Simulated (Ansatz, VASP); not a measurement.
One calculation of HfB2, two programs

The input INCAR:

```
SYSTEM = HfB2
PREC = Accurate
ENCUT = 520
EDIFF = 1E-8
ISMEAR = -1
SIGMA = 0.03
LREAL = .False.
LASPH = .True.
NELM = 80
ALGO = Normal
ISIF = 2
LWAVE = .False.
LCHARG = .False.
GGA = PS
LEFG = .True.
NBANDS = 15
```

The input KPOINTS:

```
Automatic mesh
0
Gamma
  15 15 12
  0 0 0
```

File POSCAR:

```
HfB2
1.0
    3.1400001005      0.0314000010      0.0314000010
   -1.5428068518      2.7036198544      0.0114931980
    0.0348000000      0.0348000000      3.4800000000
Hf B
1 2
Direct
    0.0000000000      0.0000000000      0.0000000000
    0.3333333333      0.6666666667      0.5000000000
    0.6666666667      0.3333333333      0.5000000000
```

Input for Ansatz:

```yaml
crystal:
  lattice:
    - [3.1400001005, 0.031400001, 0.031400001]
    - [-1.5428068518, 2.7036198544, 0.011493198]
    - [0.0348, 0.0348, 3.48]
  atoms:
    - { symbol: Hf, position: [0.0, 0.0, 0.0] }
    - { symbol: B, position: [0.3333333333, 0.6666666667, 0.5] }
    - { symbol: B, position: [0.6666666667, 0.3333333333, 0.5] }
kpoints:
  mp_grid: { grid: [15, 15, 12] }
scf:
  occupations: { method: fermi_dirac, width: 0.03 }
hamiltonian:
  xc: pbesol
  pseudopotentials: { kind: all_electron, datasets: crystal }
output:
  forces: true
  stress: true
  eigenvalues: true
  efg: { contact_densities: true }
```

Change from the starting cell: equal xy, yz and zx shear strains of +2 %, crystal datasets.

Alike in both runs: task electric field gradients; functional PBEsol; k mesh 15 × 15 × 12; occupations fermi-dirac, width 0.03 eV; no spin polarisation.

|  | VASP | Ansatz |
| --- | --- | --- |
| version | VASP 6.6.1 | Ansatz 0.2.0 |
| potentials or method | VASP PAW PBE potentials, release 64 (Hf_pv, B), cutoff 520 eV | all-electron PAW with datasets made for the crystal, scalar-relativistic |

Ansatz gave:

| Quantity | Value |
| --- | --- |
| pressure (GPa) | -3.9 |
| traceless stress, the component that is largest in VASP (GPa) | -5.24 |
| rms of the force components (eV/Å) | 0.005 |
| size of Vzz on the site where it differs most (V/Å²) | 140.3 |

Task: What did VASP give for the same quantities?

Result: Pressure (GPa): -4.1; traceless stress, the component that is largest in VASP (GPa): -5.27; rms of the force components (eV/Å): 0.005; size of Vzz on the site where it differs most (V/Å²): 106.4.

VASP's potentials were made for PBE, not for PBEsol. Atom by atom the forces differ by 0.001 eV/Å (rms over components). Ansatz ran all-electron here, and VASP with PAW potentials.

Neither program's run includes spin-orbit coupling.
